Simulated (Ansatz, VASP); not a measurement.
# Two plane-wave programs on TaCl3F

The input INCAR:

```
SYSTEM = TaCl3F
PREC = Accurate
ENCUT = 520
EDIFF = 1E-6
ISMEAR = 0
SIGMA = 0.1
LREAL = .FALSE.
LASPH = .TRUE.
NELM = 150
ALGO = Normal
ISIF = 2
LWAVE = .FALSE.
LCHARG = .FALSE.
ISPIN = 2
MAGMOM = 1 0 0 0 0
LORBIT = 11
LMAXMIX = 4
GGA = PE
NBANDS = 32
```

The input KPOINTS:

```
Automatic mesh
0
G
  6 6 6
  0 0 0
```

POSCAR

```
TaCl3F
1.0
   -2.0562839187      2.4306815617      6.8556201290
    2.0562839187     -2.4306815617      6.8556201290
    2.0562839187      2.4306815617     -6.8556201290
Ta Cl F
1 3 1
Direct
    0.0000000000      0.0000000000      0.0000000000
    0.8306346152      0.8306346152      0.0000000000
    0.1693653848      0.1693653848      0.0000000000
    0.5000000000      0.0000000000      0.5000000000
    0.0000000000      0.5000000000      0.5000000000
```

Input for Ansatz:

```yaml
crystal:
  lattice:
    - [-2.0562839187, 2.4306815617, 6.855620129]
    - [2.0562839187, -2.4306815617, 6.855620129]
    - [2.0562839187, 2.4306815617, -6.855620129]
  atoms:
    - { symbol: Ta, position: [0.0, 0.0, 0.0], spin: 1.0 }
    - { symbol: Cl, position: [0.8306346152, 0.8306346152, 0.0] }
    - { symbol: Cl, position: [0.1693653848, 0.1693653848, 0.0] }
    - { symbol: Cl, position: [0.5, 0.0, 0.5] }
    - { symbol: F, position: [0.0, 0.5, 0.5] }
basis:
  ecutwfc: 420
kpoints:
  mp_grid: { grid: [6, 6, 6] }
hamiltonian:
  xc: pbe
scf:
  occupations: { method: gaussian, width: 0.1 }
  lower_state_search: "off"
output:
  forces: true
  stress: true
  eigenvalues: true
  populations: true
magnetization:
  spin_polarized: true
```

Alike in both runs: task single point; functional PBE; k mesh 6 × 6 × 6; occupations gaussian, width 0.1 eV; collinear spin.

|  | VASP | Ansatz |
| --- | --- | --- |
| version | VASP 6.6.1 | Ansatz 0.2.0 |
| potentials or method | VASP PAW PBE potentials, release 64 (Ta_pv, Cl, F), cutoff 520 eV | scalar-relativistic, plane waves, PAW |
| valence electrons in the cell | 39 | 41 |

|  | VASP | Ansatz | Ansatz less VASP |
| --- | --- | --- | --- |
| gap on the k mesh at the Fermi level (eV) | none | none | - |
| pressure (GPa) | 0.0 | 0.0 | +0.01 |
| traceless stress, the component that is largest in VASP (GPa) | -0.30 | -0.31 | -0.015 |
| rms of the force components (eV/Å) | 0.010 | 0.010 | +0.0001 |
| net moment per atom (μB) | 0.09 | 0.09 | -0.001 |
| size of the moment on the site where the two differ most (μB) | 0.30 | 0.17 | -0.139 |

Site moments also hang on the region over which each program counts them. Atom by atom the forces differ by 0.000 eV/Å (rms over components). A gap of «none» marks a metal or a gap that the smearing closes. VASP's potentials hold 39 valence electrons a cell and Ansatz's 41, so a difference there can come from the potentials and not from the codes.

Neither program's run includes spin-orbit coupling.
